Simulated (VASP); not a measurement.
# Mg: single point with PBE

The system is Mg.

```
Mg
1.0
    -1.83555    1.83555    1.70487
     1.83555   -1.83555    1.70487
     1.83555    1.83555   -1.70487
Mg
1
Direct
  0.00000 0.00000 0.00000
```

```json
{
 "Program": "VASP 6.6.1",
 "Task": "single point",
 "Functional": "PBE",
 "Potentials or basis": "VASP PAW PBE potentials, release 64 (Mg)",
 "Cutoff": "520 eV",
 "k mesh": "18 × 18 × 18",
 "Occupations": "gaussian, width 0.15 eV",
 "Spin": "no spin polarisation"
}
```

The pressure is -0.1 GPa and the band gap on the k mesh is zero (bands 1 and 2 overlap by 4.55 eV).

Stress tensor (GPa, compression positive):
```
-0.21  0.00  0.00
 0.00 -0.21  0.00
 0.00  0.00 -0.02
```

Levels at points of the mesh, in eV from the Fermi level:
```csv
k point,band 1,band 2,band 3,band 4
"(0.00, 0.00, 0.00)",-6.93,12.07,13.58,13.58
"(0.50, 0.00, 0.00)",-1.36,-0.71,8.23,8.96
"(0.50, 0.50, 0.00)",-1.68,-1.25,9.55,10.21
"(0.50, 0.50, 0.50)",3.30,3.30,3.66,4.17
```

Wall time 27 s on 1 thread of Intel(R) Xeon(R) Platinum 8375C CPU @ 2.90GHz (Ice Lake) (shared host), peak memory 0.2 GiB.
